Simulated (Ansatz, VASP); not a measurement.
**K3LuN2: VASP beside Ansatz**

The input INCAR:

```
PREC = Accurate
ENCUT = 520
EDIFF = 1E-6
ISMEAR = 0
SIGMA = 0.1
LREAL = F
LASPH = T
NELM = 80
ALGO = Normal
ISIF = 2
LWAVE = F
LCHARG = F
GGA = PE
NBANDS = 40
```

File KPOINTS:

```
regular mesh
0
Gamma
  3 3 4
```

The input POSCAR:

```
K3LuN2
1.0
    6.0726874500      0.0000000000      0.0000000000
   -3.0363437200      5.2591016000      0.0000000000
    0.0000000000      0.0000000000      5.7223188300
K Lu N
3 1 2
Direct
    0.5000000000      0.0000000000      0.5000000000
    0.0000000000      0.5000000000      0.5000000000
    0.5000000000      0.5000000000      0.5000000000
    0.0000000000      0.0000000000      0.0000000000
    0.0000000000      0.0000000000      0.6505019100
    0.0000000000      0.0000000000      0.3494980900
```

Input for Ansatz:

```yaml
crystal:
  lattice:
    - [6.07268745, 0.0, 0.0]
    - [-3.03634372, 5.2591016, 0.0]
    - [0.0, 0.0, 5.72231883]
  atoms:
    - { symbol: K, position: [0.5, 0.0, 0.5] }
    - { symbol: K, position: [0.0, 0.5, 0.5] }
    - { symbol: K, position: [0.5, 0.5, 0.5] }
    - { symbol: Lu, position: [0.0, 0.0, 0.0] }
    - { symbol: "N", position: [0.0, 0.0, 0.65050191] }
    - { symbol: "N", position: [0.0, 0.0, 0.34949809] }
basis:
  ecutwfc: 420
kpoints:
  mp_grid: { grid: [3, 3, 4] }
hamiltonian:
  xc: pbe
scf:
  occupations: { method: gaussian, width: 0.1 }
  lower_state_search: "off"
output:
  forces: true
  stress: true
  eigenvalues: true
```

Alike in both runs: task single point; functional PBE; k mesh 3 × 3 × 4; occupations gaussian, width 0.1 eV; no spin polarisation.

|  | VASP | Ansatz |
| --- | --- | --- |
| version | VASP 6.6.1 | Ansatz 0.2.0 |
| potentials or method | VASP PAW PBE potentials, release 64 (K_sv, Lu, N), cutoff 520 eV | scalar-relativistic, plane waves, PAW |
| valence electrons in the cell | 62 | 62 |

Ansatz gave:

* gap on the k mesh at the Fermi level (eV): none
* pressure (GPa): 0.0
* traceless stress, the component that is largest in VASP (GPa): -1.41
* rms of the force components (eV/Å): 1.534

Task: Which values does VASP return?

Result: gap on the k mesh at the Fermi level (eV): none; pressure (GPa): 0.2; traceless stress, the component that is largest in VASP (GPa): -1.12; rms of the force components (eV/Å): 1.579.

Atom by atom the forces differ by 0.044 eV/Å (rms over components). A gap of «none» marks a metal or a gap that the smearing closes.

The k mesh is coarse, so the values compare programs but aren't converged. Neither program's run includes spin-orbit coupling.
